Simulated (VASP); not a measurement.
Wanted: the native input for a VASP 6.6.1 run.

| Item | Value |
| --- | --- |
| Task | single point |
| Functional | r2SCAN |
| Dispersion | rVV10 |
| Potentials or basis | VASP PAW PBE potentials, release 64 (Al, Cu) |
| Cutoff | 520 eV |
| k mesh | 4 × 4 × 6 |
| Occupations | gaussian, width 0.1 eV |
| Spin | no spin polarisation |
| Dipole correction | no |
| Further INCAR settings | ALGO = Normal; EDIFF = 1e-06; NBANDS = 16 |

Crystal: Al2Cu (scanv).

```
Al Cu
1.0
     4.10518    0.00000    0.00000
     0.00000    4.10518    0.00000
     0.00000    0.00000    2.89131
Al Cu
2 1
Direct
  0.50000 0.00000 0.50000
  0.00000 0.50000 0.50000
  0.00000 0.00000 0.00000
```

The input as run:

POSCAR

```
Al2Cu
1.0
    4.1051820000      0.0000000000      0.0000000000
    0.0000000000      4.1051820000      0.0000000000
    0.0000000000      0.0000000000      2.8913130000
Al Cu
2 1
Direct
    0.5000000000      0.0000000000      0.5000000000
    0.0000000000      0.5000000000      0.5000000000
    0.0000000000      0.0000000000      0.0000000000
```

INCAR.step1

```
  PREC = Accurate
  ENCUT = 520
  ISMEAR = 0
  SIGMA = 0.1
  LREAL = F
  LASPH = T
  NELM = 60
  NBANDS = 16
  GGA = PE
  ALGO = Normal
  EDIFF = 1E-4
  LWAVE = T
  LCHARG = F
```

INCAR.step2

```
  PREC = Accurate
  ENCUT = 520
  EDIFF = 1E-6
  ISMEAR = 0
  SIGMA = 0.1
  LREAL = F
  LASPH = T
  NELM = 60
  ALGO = Normal
  ISIF = 2
  LWAVE = F
  LCHARG = T
  METAGGA = R2SCAN
  LMIXTAU = T
  LUSE_VDW = T
  IVDW_NL = 2
  BPARAM = 11.95
  CPARAM = 0.0093
  LELF = T
  LVHAR = T
  NBANDS = 16
  ISTART = 1
```

KPOINTS

```
Automatic mesh
0
Gamma
  4 4 6
```

Potentials or basis: VASP PAW PBE potentials, release 64 (Al, Cu).

Command:

```bash
$ cat potpaw_PBE.64/Al/POTCAR potpaw_PBE.64/Cu/POTCAR > POTCAR
$ cp INCAR.step1 INCAR
$ mpirun -np 1 vasp_std > vasp.out
$ cp INCAR.step2 INCAR
$ mpirun -np 1 vasp_std > vasp.out
```

Results of the run:

```yaml
Pressure: -2.8 GPa
```

Caveat: the k points lie up to 0.38 Å⁻¹ apart; the PAW data sets were made with another functional, which shifts forces and pressure a little.

It took 80 s on 1 thread of Intel(R) Xeon(R) Platinum 8259CL CPU @ 2.50GHz (Skylake/Cascade Lake), with other jobs on the host, peak memory 0.28 GiB.
